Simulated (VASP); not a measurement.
# LiF in VASP: notebook

The runs below take LiF through single point, with r2SCAN.

All numbers are computed with VASP 6.6.1; they aren't measurements. Logs are shortened: lines on timing, memory, paths and dates and some standing lists are left out, and cuts for length are marked.

## Step 1: The cell of the first run

The structure is tetragonal, space group I-4m2 (No. 119). The conventional cell has a = 3.033 Å, b = 3.033 Å, c = 4.276 Å, α = 90.00°, β = 90.00°, γ = 90.00°. Within 2.5 Å of Li (site symmetry -4m2) lie 4 F at 1.86 Å. F (site symmetry -4m2) has 4 Li at 1.86 Å within 2.5 Å.

## Step 2: Single point, r2SCAN (uniaxial z strain -0.3%)

File POSCAR:

```
LiF
1.0
    0.0000000000      2.1446105480      2.1379622553
    2.1446105480      0.0000000000      2.1379622553
    2.1446105480      2.1446105480      0.0000000000
Li F
1 1
Direct
    0.0000000000      0.0000000000      0.0000000000
    0.2500000000      0.2500000000      0.2500000000
```

File INCAR.step1:

```
PREC = Accurate
ENCUT = 520
ISMEAR = 0
SIGMA = 0.01
LREAL = F
LASPH = T
NELM = 60
NBANDS = 12
GGA = PE
ALGO = Normal
EDIFF = 1E-4
LWAVE = T
LCHARG = F
```

File INCAR.step2:

```
PREC = Accurate
ENCUT = 520
EDIFF = 1E-7
ISMEAR = 0
SIGMA = 0.01
LREAL = F
LASPH = T
NELM = 60
ALGO = Normal
ISIF = 2
LWAVE = F
LCHARG = F
METAGGA = R2SCAN
LMIXTAU = T
NBANDS = 12
ISTART = 1
```

File KPOINTS:

```
regular mesh
0
Gamma
  10 10 10
```

Potentials or basis: VASP PAW PBE potentials, release 64 (Li_sv, F).

Run with:

```
> cat potpaw_PBE.64/Li_sv/POTCAR potpaw_PBE.64/F/POTCAR > POTCAR
> cp INCAR.step1 INCAR
> mpirun -np 1 vasp_std > vasp.out
> cp INCAR.step2 INCAR
> mpirun -np 1 vasp_std > vasp.out
```

OUTCAR:

```text
PREC = Accurate
   ENCUT = 520
   EDIFF = 1E-7
   ISMEAR = 0
   LREAL = F
   LASPH = T
   NELM = 60
   ISIF = 2
   METAGGA = R2SCAN
   ISTART = 1

 ion  position               nearest neighbor table
   1  0.000  0.000  0.000-   2 1.86   2 1.86   2 1.86   2 1.86
   2  0.250  0.250  0.250-   1 1.86   1 1.86   1 1.86   1 1.86

  LATTYP: Found a body centered tetragonal cell.
 ALAT       =     3.0329373230
 C/A-ratio  =     1.4098295003

  Lattice vectors:

 A1 = (   0.0000000000,  -2.1446105480,  -2.1379622553)
 A2 = (   0.0000000000,   2.1446105480,  -2.1379622553)
 A3 = (   2.1446105480,   0.0000000000,   2.1379622553)

Analysis of symmetry for initial positions (statically):
=====================================================================
 Subroutine PRICEL returns:
 Original cell was already a primitive cell.

 Routine SETGRP: Setting up the symmetry group for a
 body centered tetragonal supercell.

 Subroutine GETGRP returns: Found  8 space group operations
 (whereof  8 operations were pure point group operations)
 out of a pool of 16 trial point group operations.

The static configuration has the point symmetry D_2d.

Analysis of symmetry for dynamics (positions and initial velocities):
=====================================================================
 Subroutine PRICEL returns:
 Original cell was already a primitive cell.

 Routine SETGRP: Setting up the symmetry group for a
 body centered tetragonal supercell.

 Subroutine GETGRP returns: Found  8 space group operations
 (whereof  8 operations were pure point group operations)
 out of a pool of 16 trial point group operations.

The dynamic configuration has the point symmetry D_2d.

 Subroutine INISYM returns: Found  8 space group operations
 (whereof  8 operations are pure point group operations),
 and found     1 'primitive' translations

----------------------------------------------------------------------------------------

                                     Primitive cell

  volume of cell :      19.6665

  direct lattice vectors                    reciprocal lattice vectors
     0.000000000  2.144610548  2.137962255    -0.233142563  0.233142563  0.233867553
     2.144610548  0.000000000  2.137962255     0.233142563 -0.233142563  0.233867553
     2.144610548  2.144610548  0.000000000     0.233142563  0.233142563 -0.233867553

  length of vectors
     3.028239919  3.028239919  3.032937323     0.404233771  0.404233771  0.404233771

  position of ions in fractional coordinates (direct lattice)
     0.000000000  0.000000000  0.000000000
     0.250000000  0.250000000  0.250000000

  ion indices of the primitive-cell ions
   primitive index   ion index
                 1           1
                 2           2

----------------------------------------------------------------------------------------

 KPOINTS: regular mesh

Automatic generation of k-mesh.
 Grid dimensions read from file:
 generate k-points for:   10   10   10

 Generating k-lattice:

  Cartesian coordinates                     Fractional coordinates (reciprocal lattice)
    -0.023314256  0.023314256  0.023386755     0.100000000  0.000000000  0.000000000
     0.023314256 -0.023314256  0.023386755     0.000000000  0.100000000  0.000000000
     0.023314256  0.023314256 -0.023386755     0.000000000  0.000000000  0.100000000

  Length of vectors
     0.040423377  0.040423377  0.040423377

  Shift w.r.t. Gamma in fractional coordinates (k-lattice)
     0.000000000  0.000000000  0.000000000

 Subroutine IBZKPT returns following result:
 ===========================================

 Found    102 irreducible k-points:

 Following reciprocal coordinates:
            Coordinates               Weight
  0.000000  0.000000  0.000000      1.000000
  0.100000  0.000000  0.000000      8.000000
  0.200000  0.000000  0.000000      8.000000
  0.300000  0.000000  0.000000      8.000000
  0.400000  0.000000  0.000000      8.000000
  0.500000  0.000000  0.000000      4.000000
[... 16 lines left out ...]
  0.300000  0.300000  0.000000      2.000000
  0.400000  0.300000  0.000000      8.000000
 [... further k-points ...]
   k-points           NKPTS =    102   k-points in BZ     NKDIM =    102   number of bands    NBANDS=     12
   number of dos      NEDOS =    301   number of ions     NIONS =      2
   total plane-waves  NPLWV =  13824
   dimension x,y,z NGX =    24 NGY =   24 NGZ =   24
   dimension x,y,z NGXF=    48 NGYF=   48 NGZF=   48
   ions per type =               1   1
   NGX,Y,Z   is equivalent  to a cutoff of  13.18, 13.18, 13.16 a.u.
   NGXF,Y,Z  is equivalent  to a cutoff of  26.35, 26.35, 26.31 a.u.
 SYSTEM =  unknown system
   PREC   = accura    normal or accurate (medium, high low for compatibility)
   ISTART =      1    job   : 0-new  1-cont  2-samecut
   ICHARG =      0    charge: 1-file 2-atom 10-const
   ISPIN  =      1    spin polarized calculation?
   LNONCOLLINEAR =      F non collinear calculations
   LSORBIT =      F    spin-orbit coupling
   LASPH  =      T    aspherical Exc in radial PAW
   ENCUT  =  520.0 eV  38.22 Ry    6.18 a.u.   5.63  5.63  5.64*2*pi/ulx,y,z
   NELM   =     60;   NELMIN=  2; NELMDL=  0     # of ELM steps
   EDIFF  = 0.1E-06   stopping-criterion for ELM
   LREAL  =      F    real-space projection
   EDIFFG = 0.1E-05   stopping-criterion for IOM
   NSW    =      0    number of steps for IOM
   IBRION =     -1    ionic relax: 0-MD 1-quasi-New 2-CG
   NFREE  =      0    steps in history (QN), initial steepest desc. (CG)
   ISIF   =      2    stress and relaxation
   ISYM   =      2    0-nonsym 1-usesym 2-fastsym
   POTIM  = 0.5000    time-step for ionic-motion
   TEBEG  =    0.0;   TEEND  =   0.0 temperature during run
   PSTRESS=    0.0 pullay stress
   NELECT =      10.0000    total number of electrons
   NUPDOWN=      -1.0000    fix difference up-down
   EMIN   =  10.00;   EMAX   =-10.00  energy-range for DOS
   EFERMI =   0.00;   METHOD = LEGACY
   ISMEAR =     0;   SIGMA  =   0.01  broadening in eV -4-tet -1-fermi 0-gaus
   EFERMI_NEDOS =   21; number of points for ismear=-14 and -15
   IALGO  =     38    algorithm
   IMIX   =      4    mixing-type and parameters
     AMIX     =   0.40;   BMIX     =  1.00
     AMIX_MAG =   1.60;   BMIX_MAG =  1.00
  volume/ion in A,a.u.               =       9.83        66.36
  Fermi-wavevector in a.u.,A,eV,Ry     =   1.306670  2.469248 23.230397  1.707386
  Thomas-Fermi vector in A             =   2.437456
   LORBIT       =      0    0 simple, 1 ext, 2 COOP (PROOUT), +10 PAW based schemes
   METAGGA = R2SCAN    functional components
   LHFCALC =     F    Hartree Fock is set to
   AEXX    =    0.0000 exact exchange contribution
   IVDW    =     0    specifies the selected vdW correction
   LEPSILON=     F    determine dielectric tensor
   LRPA    =     F    only Hartree local field effects (RPA)
 non-spin polarized calculation
 Gauss-broadening in eV      SIGMA  =   0.01
  energy-cutoff  :      520.00
  volume of cell :       19.67
 maximum number of plane-waves:       544
   NGX = 11   NGY = 11   NGZ = 11

 number of electron       9.9999988 magnetization

 Free energy of the ion-electron system (eV)
  ---------------------------------------------------
  ext. energy  EPLUGINS =         0.00000000
  ---------------------------------------------------
  free energy    TOTEN  =       -11.80600280 eV

  energy without entropy =      -11.80600280  energy(sigma->0) =      -11.80600280

 E-fermi :  -3.0463     XC(G=0):  -9.4043

 val. band max:       -3.1407456609   @ k =   0.0000   0.0000   0.0000
 cond. band min:       5.6326316973   @ k =   0.0000   0.0000   0.0000
 fundamental gap:      8.7733773581
 Fermi energy:        -3.0462913106

 k-point     1 :       0.0000    0.0000    0.0000
  band No.  band energies     occupation
      1     -44.5869      2.00000
      2     -23.6041      2.00000
      3      -3.1459      2.00000
      4      -3.1459      2.00000
      5      -3.1407      2.00000
      6       5.6326      0.00000
      7      17.9450      0.00000
      8      17.9480      0.00000
      9      17.9483      0.00000
     10      26.1558      0.00000
     11      26.1558      0.00000
     12      26.2455      0.00000

 k-point     2 :       0.1000    0.0000    0.0000
  band No.  band energies     occupation
      1     -44.5831      2.00000
      2     -23.5889      2.00000
      3      -3.3604      2.00000
      4      -3.1721      2.00000
      5      -3.1679      2.00000
      6       5.9148      0.00000
      7      17.6675      0.00000
      8      18.0019      0.00000
      9      18.0050      0.00000
     10      24.8187      0.00000
     11      24.9231      0.00000
     12      25.0034      0.00000

 k-point     3 :       0.2000    0.0000    0.0000
  band No.  band energies     occupation
      1     -44.5733      2.00000
      2     -23.5483      2.00000
      3      -3.8922      2.00000
      4      -3.2395      2.00000
      5      -3.2336      2.00000
      6       6.6920      0.00000
      7      16.6886      0.00000
      8      18.0171      0.00000
      9      18.0369      0.00000
     10      24.0222      0.00000
     11      24.0679      0.00000
     12      24.2909      0.00000
[... 286 lines left out ...]
 k-point    23 :       0.3000    0.3000    0.0000
  band No.  band energies     occupation
      1     -44.5524      2.00000
      2     -23.4618      2.00000
      3      -4.1753      2.00000
      4      -3.6846      2.00000
      5      -3.6846      2.00000
      6       7.7005      0.00000
      7      15.7581      0.00000
      8      17.6788      0.00000
      9      17.6790      0.00000
     10      19.2547      0.00000
     11      27.0958      0.00000
     12      30.5459      0.00000

 k-point    24 :       0.4000    0.3000    0.0000
  band No.  band energies     occupation
      1     -44.5446      2.00000
      2     -23.4286      2.00000
      3      -4.4228      2.00000
      4      -3.7761      2.00000
      5      -3.7702      2.00000
      6       8.1980      0.00000
      7      14.5563      0.00000
      8      17.6999      0.00000
      9      17.7894      0.00000
     10      19.7994      0.00000
     11      26.6452      0.00000
     12      30.2864      0.00000

 [... further k-points ...]

------------------------ aborting loop because EDIFF is reached ----------------------------------------

  FORCE on cell =-STRESS in cart. coord.  units (eV):
  Direction    XX          YY          ZZ          XY          YZ          ZX
  --------------------------------------------------------------------------------------
  -------------------------------------------------------------------------------------
  Total       -0.0165093     -0.0165093     -0.0117193      0.0000000     -0.0000000      0.0000000
  in kB       -1.3449695     -1.3449695     -0.9547393      0.0000000     -0.0000000      0.0000000
  external PRESSURE =      -1.2148928 kB  Pullay stress =       0.0000000 kB

 VOLUME and BASIS-vectors are now :
 -----------------------------------------------------------------------------
  energy-cutoff  :      520.00
  volume of cell :       19.67
      direct lattice vectors                 reciprocal lattice vectors
     0.000000000  2.144610548  2.137962255    -0.233142563  0.233142563  0.233867553
     2.144610548  0.000000000  2.137962255     0.233142563 -0.233142563  0.233867553
     2.144610548  2.144610548  0.000000000     0.233142563  0.233142563 -0.233867553

 POSITION                                       TOTAL-FORCE (eV/Angst)
 -----------------------------------------------------------------------------------
      0.00000      0.00000      0.00000        -0.000000     -0.000000     -0.000000
      1.07231      1.07231      1.06898         0.000000      0.000000      0.000000
 -----------------------------------------------------------------------------------
    total drift:                                0.000000      0.000000     -0.000000

  FREE ENERGIE OF THE ION-ELECTRON SYSTEM (eV)
  ---------------------------------------------------
  free  energy   TOTEN  =       -11.8060027967 eV

  energy  without entropy=      -11.8060027967  energy(sigma->0) =      -11.80600280
```

Wall time 1.9 min (1 thread of AMD EPYC 7R43 (Zen 3), shared host); peak memory 0.11 GiB.

Results:

```yaml
Free_energy: -11.8060 eV
Band_gap_on_the_k_mesh: 8.77 eV, direct
```

Levels at points of the mesh, in eV from the valence-band top:
| k point | band 2 | band 3 | band 4 | band 5 | band 6 | band 7 | band 8 | band 9 |
| --- | --- | --- | --- | --- | --- | --- | --- | --- |
| (0.00, 0.00, 0.00) | -20.46 | -0.01 | -0.01 | 0.00 | 8.77 | 21.09 | 21.09 | 21.09 |
| (0.50, 0.00, 0.00) | -20.30 | -1.98 | -0.27 | -0.26 | 12.88 | 16.08 | 20.49 | 20.54 |
| (0.50, 0.50, 0.00) | -20.24 | -1.38 | -0.82 | -0.82 | 11.37 | 17.03 | 21.00 | 21.00 |
| (0.50, 0.00, 0.50) | -20.25 | -1.39 | -0.81 | -0.80 | 11.36 | 17.01 | 21.01 | 21.06 |

Caveat: the cell differs from its parent crystal (uniaxial z strain -0.3%); the cutoff is under 1.25 times the usual one of these potentials, so pressure, stress and relaxed cells hold a basis-set (Pulay) error; the PAW data sets were made with another functional, which shifts forces and pressure a little. A k mesh can miss the band edges.

(Part 1 of 2 ends here.)
